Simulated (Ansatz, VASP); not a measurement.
# One calculation of Nb, two programs

The input INCAR:

```
SYSTEM = Nb
PREC = Accurate ; ENCUT = 520
EDIFF = 1E-7 ; ISMEAR = -1
SIGMA = 0.1 ; LREAL = .False.
LASPH = .True. ; NELM = 60
ALGO = Normal ; ISIF = 2
LWAVE = .False. ; LCHARG = .False.
GGA = PE ; NBANDS = 12
```

KPOINTS

```
regular mesh
0
Gamma
  22 22 22
  0 0 0
```

The input POSCAR:

```
Nb
1.0
   -1.5857642094      1.5857642094      1.5857642094
    1.5857642094     -1.5857642094      1.5857642094
    1.5857642094      1.5857642094     -1.5857642094
Nb
1
Direct
    0.0000000000      0.0000000000      0.0000000000
```

Input for Ansatz:

```yaml
crystal:
  lattice:
    - [-1.5857642094, 1.5857642094, 1.5857642094]
    - [1.5857642094, -1.5857642094, 1.5857642094]
    - [1.5857642094, 1.5857642094, -1.5857642094]
  atoms:
    - { symbol: Nb, position: [0.0, 0.0, 0.0] }
hamiltonian:
  xc: pbe
  pseudopotentials:
    kind: paw
    azcp:
      Nb: "pseudopotentials/Nb.paw.azcp"
basis:
  ecutwfc: 420
  fft_grid_basis: typed
kpoints:
  mp_grid: { grid: [22, 22, 22], shift: [0, 0, 0] }
magnetization:
  spin_polarized: false
scf:
  occupations: { method: fermi_dirac, width: 0.1 }
output:
  stress: true
```

Alike in both runs: task single point; functional PBE; k mesh 22 × 22 × 22; occupations fermi-dirac, width 0.1 eV; no spin polarisation.

|  | VASP | Ansatz |
| --- | --- | --- |
| version | VASP 6.6.1 | Ansatz 0.2.0 |
| potentials or method | VASP PAW PBE potentials, release 64 (Nb_sv), cutoff 520 eV | plane waves (420 eV) with PAW, scalar-relativistic |
| valence electrons in the cell | 13 | 13 |

```tsv
	VASP	Ansatz	Ansatz less VASP
pressure (GPa)	27.3	27.7	+0.38
```

With one functional, cell and mesh, what is left measures potentials, basis and numerics.
